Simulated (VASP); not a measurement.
A run of VASP 6.6.1 is set up as follows.

INCAR

```
SYSTEM = Bi
ALGO = Normal
EDIFF = 1E-6
ENCUT = 500
GGA = PS
GGA_COMPAT = .FALSE.
ISIF = 2
ISMEAR = 0
LASPH = .TRUE.
LCHARG = .TRUE.
LELF = .TRUE.
LREAL = .FALSE.
LVHAR = .TRUE.
LWAVE = .FALSE.
NBANDS = 14
NELM = 120
PREC = Accurate
SIGMA = 0.1
```

Contents of KPOINTS:

```
k-points
0
G
  16 16 16
  0 0 0
```

POSCAR

```
Bi
1.0
   -1.8958129168      1.8958129168      1.8958129168
    1.8958129168     -1.8958129168      1.8958129168
    1.8958129168      1.8958129168     -1.8958129168
Bi
1
Direct
    0.0000000000      0.0000000000      0.0000000000
```

Potentials or basis: VASP PAW PBE potentials, release 64 (Bi_d).

Command:

```bash
$ cat potpaw_PBE.64/Bi_d/POTCAR > POTCAR
$ mpirun -np 1 vasp_std > vasp.out
```

**Question.** What does it give for the pressure?

**Answer.** 7.1 GPa.

Caveat: the PAW data sets were made with another functional, which shifts forces and pressure a little.
